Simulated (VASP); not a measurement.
# Cu3N (Pm-3m) in VASP: further runs

Runs on Cu3N. Level: PBE. Tasks: single point.

All numbers are computed with VASP 6.6.1; they aren't measurements. Logs are shortened: lines on timing, memory, paths and dates and some standing lists are left out, and cuts for length are marked.

### 1 The cell of the first run

The structure is cubic, space group Pm-3m (No. 221). The conventional cell has a = 3.827 Å, b = 3.827 Å, c = 3.827 Å, α = 90.00°, β = 90.00°, γ = 90.00°. Cu (site symmetry 4/mmm) has 2 N at 1.91 Å within 2.5 Å. N (site symmetry m-3m) has 6 Cu at 1.91 Å within 2.5 Å.

### 2 Single point, PBE

Input file INCAR:

```
SYSTEM = Cu3N
PREC     = Accurate       ! precision mode
ENCUT    = 600            ! plane-wave cutoff, eV
EDIFF    = 1E-6           ! SCF threshold, eV
ISMEAR   = 0              ! smearing method
SIGMA    = 0.01           ! smearing width, eV
LREAL    = .False.        ! projectors in reciprocal space
LASPH    = .True.         ! aspherical terms in the spheres
NELM     = 120            ! most SCF steps
ALGO     = Normal         ! electronic algorithm
ISIF     = 2              ! what is computed and relaxed
LWAVE    = .False.        ! write WAVECAR
LCHARG   = .False.        ! write CHGCAR
GGA      = PE             ! functional
NBANDS   = 27             ! bands
GGA_COMPAT= .False.
```

Input file KPOINTS:

```
regular mesh
0
Gamma
  10 10 10
  0 0 0
```

Input file POSCAR:

```
Cu3N
1.0
    3.8272904605      0.0000000000      0.0000000000
    0.0000000000      3.8272904605      0.0000000000
    0.0000000000      0.0000000000      3.8272904605
Cu N
3 1
Direct
    0.5000000000      0.0000000000      0.0000000000
    0.0000000000      0.5000000000      0.0000000000
    0.0000000000      0.0000000000      0.5000000000
    0.0000000000      0.0000000000      0.0000000000
```

Potentials or basis: VASP PAW PBE potentials, release 64 (Cu, N).

On the command line:

```console
cat potpaw_PBE.64/Cu/POTCAR potpaw_PBE.64/N/POTCAR > POTCAR
mpirun -np 1 vasp_std > vasp.out
```

OUTCAR:

```text
SYSTEM = Cu3N
   PREC = Accurate
   ENCUT = 600
   EDIFF = 1E-6
   ISMEAR = 0
   LREAL = .False.
   LASPH = .True.
   NELM = 120
   ISIF = 2
   GGA = PE

 ion  position               nearest neighbor table
   1  0.500  0.000  0.000-   4 1.91   4 1.91   2 2.71   3 2.71   2 2.71   2 2.71   3 2.71   3 2.71
                             3 2.71   2 2.71
   2  0.000  0.500  0.000-   4 1.91   4 1.91   1 2.71   3 2.71   1 2.71   3 2.71   3 2.71   3 2.71
                             1 2.71   1 2.71
   3  0.000  0.000  0.500-   4 1.91   4 1.91   1 2.71   1 2.71   2 2.71   2 2.71   2 2.71   2 2.71
                             1 2.71   1 2.71
   4  0.000  0.000  0.000-   1 1.91   2 1.91   3 1.91   3 1.91   2 1.91   1 1.91

  LATTYP: Found a simple cubic cell.
 ALAT       =     3.8272904605

  Lattice vectors:

 A1 = (   3.8272904605,   0.0000000000,   0.0000000000)
 A2 = (   0.0000000000,   3.8272904605,   0.0000000000)
 A3 = (   0.0000000000,   0.0000000000,   3.8272904605)

Analysis of symmetry for initial positions (statically):
=====================================================================
 Subroutine PRICEL returns:
 Original cell was already a primitive cell.

 Routine SETGRP: Setting up the symmetry group for a
 simple cubic supercell.

 Subroutine GETGRP returns: Found 48 space group operations
 (whereof 48 operations were pure point group operations)
 out of a pool of 48 trial point group operations.

The static configuration has the point symmetry O_h .

Analysis of symmetry for dynamics (positions and initial velocities):
=====================================================================
 Subroutine PRICEL returns:
 Original cell was already a primitive cell.

 Routine SETGRP: Setting up the symmetry group for a
 simple cubic supercell.

 Subroutine GETGRP returns: Found 48 space group operations
 (whereof 48 operations were pure point group operations)
 out of a pool of 48 trial point group operations.

The dynamic configuration has the point symmetry O_h .

 Subroutine INISYM returns: Found 48 space group operations
 (whereof 48 operations are pure point group operations),
 and found     1 'primitive' translations

----------------------------------------------------------------------------------------

                                     Primitive cell

  volume of cell :      56.0627

  direct lattice vectors                    reciprocal lattice vectors
     3.827290460  0.000000000  0.000000000     0.261281450  0.000000000  0.000000000
     0.000000000  3.827290460  0.000000000     0.000000000  0.261281450  0.000000000
     0.000000000  0.000000000  3.827290460     0.000000000  0.000000000  0.261281450

  length of vectors
     3.827290460  3.827290460  3.827290460     0.261281450  0.261281450  0.261281450

  position of ions in fractional coordinates (direct lattice)
     0.500000000  0.000000000  0.000000000
     0.000000000  0.500000000  0.000000000
     0.000000000  0.000000000  0.500000000
     0.000000000  0.000000000  0.000000000

  ion indices of the primitive-cell ions
   primitive index   ion index
                 1           1
                 2           2
                 3           3
                 4           4

----------------------------------------------------------------------------------------

 KPOINTS: regular mesh

Automatic generation of k-mesh.
 Grid dimensions read from file:
 generate k-points for:   10   10   10

 Generating k-lattice:

  Cartesian coordinates                     Fractional coordinates (reciprocal lattice)
     0.026128145  0.000000000  0.000000000     0.100000000  0.000000000  0.000000000
     0.000000000  0.026128145  0.000000000     0.000000000  0.100000000  0.000000000
     0.000000000  0.000000000  0.026128145     0.000000000  0.000000000  0.100000000

  Length of vectors
     0.026128145  0.026128145  0.026128145

  Shift w.r.t. Gamma in fractional coordinates (k-lattice)
     0.000000000  0.000000000  0.000000000

 Subroutine IBZKPT returns following result:
 ===========================================

 Found     56 irreducible k-points:

 Following reciprocal coordinates:
            Coordinates               Weight
  0.000000  0.000000  0.000000      1.000000
  0.100000  0.000000  0.000000      6.000000
  0.200000  0.000000  0.000000      6.000000
  0.300000  0.000000  0.000000      6.000000
  0.400000  0.000000  0.000000      6.000000
  0.500000  0.000000  0.000000      3.000000
[... 16 lines left out ...]
  0.200000  0.100000  0.100000     24.000000
  0.300000  0.100000  0.100000     24.000000
 [... further k-points ...]
   k-points           NKPTS =     56   k-points in BZ     NKDIM =     56   number of bands    NBANDS=     27
   number of dos      NEDOS =    301   number of ions     NIONS =      4
   total plane-waves  NPLWV =  32768
   dimension x,y,z NGX =    32 NGY =   32 NGZ =   32
   dimension x,y,z NGXF=    64 NGYF=   64 NGZF=   64
   ions per type =               3   1
   NGX,Y,Z   is equivalent  to a cutoff of  13.90, 13.90, 13.90 a.u.
   NGXF,Y,Z  is equivalent  to a cutoff of  27.80, 27.80, 27.80 a.u.
 SYSTEM =  Cu3N
   PREC   = accura    normal or accurate (medium, high low for compatibility)
   ISTART =      0    job   : 0-new  1-cont  2-samecut
   ICHARG =      2    charge: 1-file 2-atom 10-const
   ISPIN  =      1    spin polarized calculation?
   LNONCOLLINEAR =      F non collinear calculations
   LSORBIT =      F    spin-orbit coupling
   LASPH  =      T    aspherical Exc in radial PAW
   ENCUT  =  600.0 eV  44.10 Ry    6.64 a.u.   7.64  7.64  7.64*2*pi/ulx,y,z
   NELM   =    120;   NELMIN=  2; NELMDL= -5     # of ELM steps
   EDIFF  = 0.1E-05   stopping-criterion for ELM
   LREAL  =      F    real-space projection
   EDIFFG = 0.1E-04   stopping-criterion for IOM
   NSW    =      0    number of steps for IOM
   IBRION =     -1    ionic relax: 0-MD 1-quasi-New 2-CG
   NFREE  =      0    steps in history (QN), initial steepest desc. (CG)
   ISIF   =      2    stress and relaxation
   ISYM   =      2    0-nonsym 1-usesym 2-fastsym
   POTIM  = 0.5000    time-step for ionic-motion
   TEBEG  =    0.0;   TEEND  =   0.0 temperature during run
   PSTRESS=    0.0 pullay stress
   NELECT =      38.0000    total number of electrons
   NUPDOWN=      -1.0000    fix difference up-down
   EMIN   =  10.00;   EMAX   =-10.00  energy-range for DOS
   EFERMI =   0.00;   METHOD = LEGACY
   ISMEAR =     0;   SIGMA  =   0.01  broadening in eV -4-tet -1-fermi 0-gaus
   EFERMI_NEDOS =   21; number of points for ismear=-14 and -15
   IALGO  =     38    algorithm
   IMIX   =      4    mixing-type and parameters
     AMIX     =   0.40;   BMIX     =  1.00
     AMIX_MAG =   1.60;   BMIX_MAG =  1.00
  volume/ion in A,a.u.               =      14.02        94.58
  Fermi-wavevector in a.u.,A,eV,Ry     =   1.438063  2.717545 28.137195  2.068025
  Thomas-Fermi vector in A             =   2.557071
   LORBIT       =      0    0 simple, 1 ext, 2 COOP (PROOUT), +10 PAW based schemes
   GGA     = PE    functional components
   LHFCALC =     F    Hartree Fock is set to
   AEXX    =    0.0000 exact exchange contribution
   IVDW    =     0    specifies the selected vdW correction
   LEPSILON=     F    determine dielectric tensor
   LRPA    =     F    only Hartree local field effects (RPA)
 non-spin polarized calculation
 Gauss-broadening in eV      SIGMA  =   0.01
  energy-cutoff  :      600.00
  volume of cell :       56.06
 maximum number of plane-waves:      1888
 NGX is ok and might be reduce to    32
   NGX = 15   NGY = 15   NGZ = 15

 number of electron      37.9999975 magnetization

 Free energy of the ion-electron system (eV)
  ---------------------------------------------------
  ext. energy  EPLUGINS =         0.00000000
  ---------------------------------------------------
  free energy    TOTEN  =       -18.39190189 eV

  energy without entropy =      -18.39190189  energy(sigma->0) =      -18.39190189

 E-fermi :   4.8485     XC(G=0): -10.7366

 val. band max:        4.8005095969   @ k =   0.5000   0.5000   0.5000
 cond. band min:       5.0469900330   @ k =   0.5000   0.5000   0.0000
 fundamental gap:      0.2464804361
 Fermi energy:         4.8484867006

 k-point     1 :       0.0000    0.0000    0.0000
  band No.  band energies     occupation
      1     -11.9198      2.00000
      2      -0.3616      2.00000
      3       0.1048      2.00000
      4       0.1048      2.00000
      5       0.1048      2.00000
      6       1.0100      2.00000
[... 19 lines left out ...]
     26      16.9830      0.00000
     27      16.9831      0.00000

 k-point     2 :       0.1000    0.0000    0.0000
  band No.  band energies     occupation
      1     -11.8839      2.00000
      2      -0.5079      2.00000
      3      -0.0461      2.00000
      4      -0.0075      2.00000
      5      -0.0075      2.00000
      6       1.0203      2.00000
[... 19 lines left out ...]
     26      16.3785      0.00000
     27      16.5191      0.00000

 k-point     3 :       0.2000    0.0000    0.0000
  band No.  band energies     occupation
      1     -11.7869      2.00000
      2      -1.1710      2.00000
      3      -0.2241      2.00000
      4      -0.2241      2.00000
      5       0.0793      2.00000
      6       1.0479      2.00000
[... 19 lines left out ...]
     26      15.1574      0.00000
     27      15.6399      0.00000

 k-point     4 :       0.3000    0.0000    0.0000
  band No.  band energies     occupation
      1     -11.6607      2.00000
      2      -1.8855      2.00000
      3      -0.4221      2.00000
      4      -0.4221      2.00000
      5       0.3888      2.00000
      6       1.0837      2.00000
[... 19 lines left out ...]
     26      14.2541      0.00000
     27      14.8151      0.00000

 k-point     5 :       0.4000    0.0000    0.0000
  band No.  band energies     occupation
      1     -11.5527      2.00000
      2      -2.3907      2.00000
      3      -0.5533      2.00000
      4      -0.5533      2.00000
      5       0.7598      2.00000
      6       1.1142      2.00000
[... 19 lines left out ...]
     26      14.2319      0.00000
     27      14.2319      0.00000

 k-point     6 :       0.5000    0.0000    0.0000
  band No.  band energies     occupation
      1     -11.5100      2.00000
      2      -2.5719      2.00000
      3      -0.5988      2.00000
      4      -0.5988      2.00000
      5       1.0000      2.00000
      6       1.1263      2.00000
[... 444 lines left out ...]
      1     -11.0907      2.00000
      2      -2.6739      2.00000
      3      -2.6739      2.00000
      4      -1.0685      2.00000
      5       1.7137      2.00000
      6       1.7137      2.00000
[... 19 lines left out ...]
     26      15.7705      0.00000
     27      17.0427      0.00000

 k-point    22 :       0.1000    0.1000    0.1000
  band No.  band energies     occupation
      1     -11.8119      2.00000
      2      -0.6425      2.00000
      3      -0.4391      2.00000
      4      -0.4391      2.00000
      5       0.1230      2.00000
      6       1.1475      2.00000
[... 19 lines left out ...]
     26      15.2259      0.00000
     27      15.2259      0.00000

 k-point    23 :       0.2000    0.1000    0.1000
  band No.  band energies     occupation
      1     -11.7147      2.00000
      2      -1.2214      2.00000
      3      -0.6449      2.00000
      4      -0.5966      2.00000
      5       0.2697      2.00000
      6       1.1734      2.00000
[... 19 lines left out ...]
     26      14.1800      0.00000
     27      14.7779      0.00000

 k-point    24 :       0.3000    0.1000    0.1000
  band No.  band energies     occupation
      1     -11.5881      2.00000
      2      -1.9177      2.00000
      3      -0.7637      2.00000
      4      -0.7555      2.00000
      5       0.5462      2.00000
      6       1.2155      2.00000
[... 19 lines left out ...]
     26      13.9809      0.00000
     27      15.0215      0.00000

 [... further k-points ...]
[... 5 lines left out ...]
  --------------------------------------------------------------------------------------
  -------------------------------------------------------------------------------------
  Total        0.2693105      0.2693105      0.2693105     -0.0000000     -0.0000000      0.0000000
  in kB        7.6964347      7.6964347      7.6964347     -0.0000000     -0.0000000      0.0000000
  external PRESSURE =       7.6964347 kB  Pullay stress =       0.0000000 kB

 VOLUME and BASIS-vectors are now :
 -----------------------------------------------------------------------------
  energy-cutoff  :      600.00
  volume of cell :       56.06
      direct lattice vectors                 reciprocal lattice vectors
     3.827290460  0.000000000  0.000000000     0.261281450  0.000000000  0.000000000
     0.000000000  3.827290460  0.000000000     0.000000000  0.261281450  0.000000000
     0.000000000  0.000000000  3.827290460     0.000000000  0.000000000  0.261281450

 POSITION                                       TOTAL-FORCE (eV/Angst)
 -----------------------------------------------------------------------------------
      1.91365      0.00000      0.00000         0.000000      0.000000      0.000000
      0.00000      1.91365      0.00000         0.000000      0.000000      0.000000
      0.00000      0.00000      1.91365         0.000000      0.000000      0.000000
      0.00000      0.00000      0.00000         0.000000      0.000000      0.000000
 -----------------------------------------------------------------------------------
    total drift:                                0.000000      0.000000     -0.000000

  FREE ENERGIE OF THE ION-ELECTRON SYSTEM (eV)
  ---------------------------------------------------
  free  energy   TOTEN  =       -18.3919018858 eV

  energy  without entropy=      -18.3919018858  energy(sigma->0) =      -18.39190189
```

Run time: 2 min. Hardware: 1 thread of Intel Xeon 8259CL, shared host; peak memory 0.23 GiB.

Results:

```yaml
Free_energy: -18.3919 eV
Pressure: 0.8 GPa
Band_gap_on_the_k_mesh: 0.25 eV (least direct gap 0.79 eV)
```

Levels at points of the mesh, in eV from the valence-band top:
| k point | band 17 | band 18 | band 19 | band 20 | band 21 | band 22 |
| --- | --- | --- | --- | --- | --- | --- |
| (0.00, 0.00, 0.00) | -1.79 | -1.79 | -1.76 | 0.97 | 5.25 | 5.25 |
| (0.50, 0.00, 0.00) | -1.79 | -1.38 | -1.38 | 1.54 | 3.33 | 6.71 |
| (0.50, 0.50, 0.00) | -1.05 | -1.05 | -0.67 | 0.25 | 3.53 | 4.81 |
| (0.50, 0.50, 0.50) | 0.00 | 0.00 | 0.00 | 0.87 | 0.87 | 0.87 |

A k mesh can miss the band edges.

(Part 1 of 2 ends here.)
